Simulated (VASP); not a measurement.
Wanted: the native input for a VASP 6.6.1 run.

```yaml
Task: single point
Functional: PBE
Potentials_or_basis: VASP PAW PBE potentials, release 64 (Cd, Se)
Cutoff: 520 eV
k_mesh: 4 × 4 × 4
Occupations: gaussian, width 0.2 eV
Spin: no spin polarisation
Dipole_correction: no
Further_INCAR_settings: ALGO = Normal; EDIFF = 1e-06; NBANDS = 36
```

The structure of Cd2Se5 lies in POSCAR:

```
Cd2Se5
1.0
   -4.0394204755      3.0455376932      3.8135072229
    4.0398737224     -3.0319993268      3.8027317866
    4.0864228167      3.0750781199     -3.8025216613
Cd Se
2 5
Direct
    0.6907397823      0.2273060648      0.4317552582
    0.2025907821      0.7409176411      0.4293618836
    0.6508374202      0.1838219963      0.8359751923
    0.8049708885      0.6957123332      0.5009483254
    0.2042121073      0.3420366995      0.5465056434
    0.4173938119      0.7352832060      0.1512559905
    0.0292552079      0.0749220591      0.1041977066
```

These files were run (other wordings do the same):

INCAR

```
SYSTEM = Cd2Se5
ALGO     = Normal         ! electronic algorithm
EDIFF    = 1E-6           ! SCF threshold, eV
ENCUT    = 520            ! plane-wave cutoff, eV
GGA      = PE             ! functional
ISIF     = 2              ! what is computed and relaxed
ISMEAR   = 0              ! smearing method
LASPH    = .TRUE.         ! aspherical terms in the spheres
LCHARG   = .FALSE.        ! write CHGCAR
LREAL    = .FALSE.        ! projectors in reciprocal space
LWAVE    = .FALSE.        ! write WAVECAR
NBANDS   = 36             ! bands
NELM     = 60             ! most SCF steps
PREC     = Accurate       ! precision mode
SIGMA    = 0.2            ! smearing width, eV
```

KPOINTS

```
k-points
0
G
  4 4 4
  0 0 0
```

Potentials or basis: VASP PAW PBE potentials, release 64 (Cd, Se).

Command:

```console
$ cat potpaw_PBE.64/Cd/POTCAR potpaw_PBE.64/Se/POTCAR > POTCAR
$ mpirun -np 1 vasp_std > vasp.out
```

Results of the run:

```json
{
 "Pressure": "0.2 GPa",
 "Largest force": "0.051 eV/Å",
 "Band gap on the k mesh": "0.33 eV (least direct gap 0.49 eV)"
}
```

Wall time 4 min on 1 thread of Intel(R) Xeon(R) Platinum 8375C CPU @ 2.90GHz (Ice Lake) (shared host), peak memory 0.42 GiB.
